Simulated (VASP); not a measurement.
Write the native input for VASP 6.6.1 that does the following.

```yaml
Task: single point
Functional: PBEsol
Potentials_or_basis: VASP PAW PBE potentials, release 64 (Zn, S)
Cutoff: 520 eV
k_mesh: 8 × 8 × 8
Occupations: fermi-dirac, width 0.01 eV
Spin: no spin polarisation
Dipole_correction: no
Further_INCAR_settings: ALGO = Normal; EDIFF = 1e-06; NBANDS = 16
```

The structure of ZnS lies in POSCAR:

```
ZnS
1.0
    0.0000000000      2.6956042803      2.6956042803
    2.6956042803      0.0000000000      2.6956042803
    2.6956042803      2.6956042803      0.0000000000
Zn S
1 1
Direct
    0.0000000000      0.0000000000      0.0000000000
    0.7500000000      0.7500000000      0.7500000000
```

This cell differs from its parent crystal: volume scaled by 0.99.

The input as run:

INCAR

```
ALGO = Normal
EDIFF = 1E-6
ENCUT = 520
GGA = PS
ISIF = 2
ISMEAR = -1
LASPH = True
LCHARG = False
LREAL = False
LWAVE = False
NBANDS = 16
NELM = 100
PREC = Accurate
SIGMA = 0.01
```

KPOINTS

```
k-points
0
Gamma
  8 8 8
```

Potentials or basis: VASP PAW PBE potentials, release 64 (Zn, S).

Launch:

```console
$ cat potpaw_PBE.64/Zn/POTCAR potpaw_PBE.64/S/POTCAR > POTCAR
$ mpirun -np 1 vasp_std > vasp.out
```

It gave:

| Quantity | Value |
| --- | --- |
| Pressure | -1.3 GPa |
| Band gap on the k mesh | 2.01 eV, direct |

Caveat: the PAW data sets were made with another functional, which shifts forces and pressure a little.

Run time: 25 s on 1 thread of Intel Xeon 8259CL, with other jobs on the host, peak memory 0.16 GiB.
